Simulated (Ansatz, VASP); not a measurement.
# Two plane-wave programs on MgB12

```xyz
13
Lattice="0.0000 3.7864 3.7864 3.7864 0.0000 3.7864 3.7864 3.7864 0.0000" Properties=species:S:1:pos:R:3 pbc="T T T"
Mg    0.0000    0.0000    0.0000
B     2.8499    2.8499    2.8499
B     4.7229    4.7229    2.8499
B     4.7229    2.8499    4.7229
B     2.8499    4.7229    4.7229
B     6.9744    5.6796    5.6796
B     4.3848    5.6796    5.6796
B     5.6796    6.9744    5.6796
B     5.6796    4.3848    5.6796
B     5.6796    5.6796    6.9744
B     5.6796    5.6796    4.3848
B     1.8932    1.8932    1.8932
B     3.7864    3.7864    3.7864
```

Alike in both runs: functional PBE; k mesh 4 × 4 × 4; occupations gaussian, width 0.1 eV; no spin polarisation.

Ansatz relaxed the structure, and its values are those at the end. VASP's run is a single point on that final structure, the one shown.

|  | VASP | Ansatz |
| --- | --- | --- |
| version | VASP 6.6.1 | Ansatz 0.2.0 |
| potentials or method | VASP PAW PBE potentials, release 64 (Mg, B), cutoff 520 eV | scalar-relativistic, plane waves, PAW |
| valence electrons in the cell | 38 | 46 |

```tsv
	VASP	Ansatz	Ansatz less VASP
gap on the k mesh at the Fermi level (eV)	none	none	-
pressure (GPa)	-0.4	-0.3	+0.05
rms of the force components (eV/Å)	0.006	0.001	-0.0047
```

A gap of «none» marks a metal or a gap that the smearing closes. VASP's potentials hold 38 valence electrons a cell and Ansatz's 46, so a difference there can come from the potentials and not from the codes.
